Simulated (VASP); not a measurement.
Set up this calculation in VASP 6.6.1, as the native input.

| Quantity | Value |
| --- | --- |
| Task | single point |
| Functional | r2SCAN |
| Potentials or basis | VASP PAW PBE potentials, release 64 (Hf_pv, N) |
| Cutoff | 520 eV |
| k mesh | 12 × 12 × 12 |
| Occupations | tetrahedron |
| Spin | no spin polarisation |
| Dipole correction | no |
| Further INCAR settings | ALGO = Normal; EDIFF = 1e-06; NBANDS = 28 |

The system is Hf3N2.

```
Hf N
1.0
     1.59943    0.92343    7.75484
    -1.59943    0.92343    7.75484
     0.00000   -1.84686    7.75484
Hf N
3 2
Direct
  0.77942 0.77942 0.77942
  0.22058 0.22058 0.22058
  0.00000 0.00000 0.00000
  0.61192 0.61192 0.61192
  0.38808 0.38808 0.38808
```

These files were run (other wordings do the same):

POSCAR

```
Hf3N2
1.0
    1.5994260774      0.9234290764      7.7548432223
   -1.5994260774      0.9234290764      7.7548432223
    0.0000000000     -1.8468581527      7.7548432223
Hf N
3 2
Direct
    0.7794186600      0.7794186600      0.7794186600
    0.2205813400      0.2205813400      0.2205813400
    0.0000000000      0.0000000000      0.0000000000
    0.6119155300      0.6119155300      0.6119155300
    0.3880844700      0.3880844700      0.3880844700
```

INCAR.step1

```
SYSTEM = Hf3N2
ALGO = Normal
EDIFF = 1E-4
ENCUT = 520
GGA = PE
ISMEAR = -5
LASPH = .True.
LCHARG = .False.
LREAL = .False.
LWAVE = .True.
NBANDS = 28
NELM = 60
PREC = Accurate
SIGMA = 0.1
```

INCAR.step2

```
SYSTEM = Hf3N2
ALGO = Normal
EDIFF = 1E-6
ENCUT = 520
ISIF = 2
ISMEAR = -5
ISTART = 1
LASPH = .True.
LCHARG = .True.
LELF = .True.
LMIXTAU = .True.
LREAL = .False.
LVHAR = .True.
LWAVE = .False.
METAGGA = R2SCAN
NBANDS = 28
NELM = 60
PREC = Accurate
SIGMA = 0.1
```

KPOINTS

```
k-points
0
Gamma
  12 12 12
  0 0 0
```

Potentials or basis: VASP PAW PBE potentials, release 64 (Hf_pv, N).

Command:

```bash
$ cat potpaw_PBE.64/Hf_pv/POTCAR potpaw_PBE.64/N/POTCAR > POTCAR
$ cp INCAR.step1 INCAR
$ mpirun -np 1 vasp_std > vasp.out
$ cp INCAR.step2 INCAR
$ mpirun -np 1 vasp_std > vasp.out
```

Results of the run:

```yaml
Pressure: 0.1 GPa
Largest_force: 0.072 eV/Å
Band_gap_on_the_k_mesh: zero (bands 20 and 21 overlap by 1.31 eV)
```

Caveat: the PAW data sets were made with another functional, which shifts forces and pressure a little; spin-orbit coupling is left out, which moves the levels of the heavy elements; tetrahedron occupations give inexact forces and stress in metals.

It took 53 min on 1 thread of Intel(R) Xeon(R) Platinum 8559C (Emerald Rapids), with other jobs on the host, peak memory 0.71 GiB.
